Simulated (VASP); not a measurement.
Br, 1 atom in the cell. Symmetry: Fm-3m, No. 225, cubic system. The conventional cell has a = 4.152 Å, b = 4.152 Å, c = 4.152 Å, α = 90.00°, β = 90.00°, γ = 90.00°. Within 3.9 Å of Br (site symmetry m-3m) lie 12 Br at 2.94 Å.  This cell differs from its parent crystal: volume scaled by 0.78.

| Quantity | Value |
| --- | --- |
| Program | VASP 6.6.1 |
| Task | single point |
| Functional | LDA |
| Potentials or basis | VASP PAW LDA potentials, release 64 (Br) |
| Cutoff | 520 eV |
| k mesh | 14 × 14 × 14 |
| Occupations | fermi-dirac, width 0.1 eV |
| Spin | no spin polarisation |
| Dipole correction | no |
| Further INCAR settings | ALGO = Normal; EDIFF = 1e-07; NBANDS = 10 |

Potentials or basis: VASP PAW LDA potentials, release 64 (Br).

Launch:

```bash
$ cat potpaw_LDA.64/Br/POTCAR > POTCAR
$ mpirun -np 1 vasp_std > vasp.out
```

Hardware: 1 thread of Intel Xeon 6975P-C (shared host).

**Question.** Estimate the wall time of this run.

**Answer.** It took 8.2 s on 1 thread of Intel Xeon 6975P-C (shared host), peak memory 0.13 GiB. Counts: scf iterations 10, k points 104.
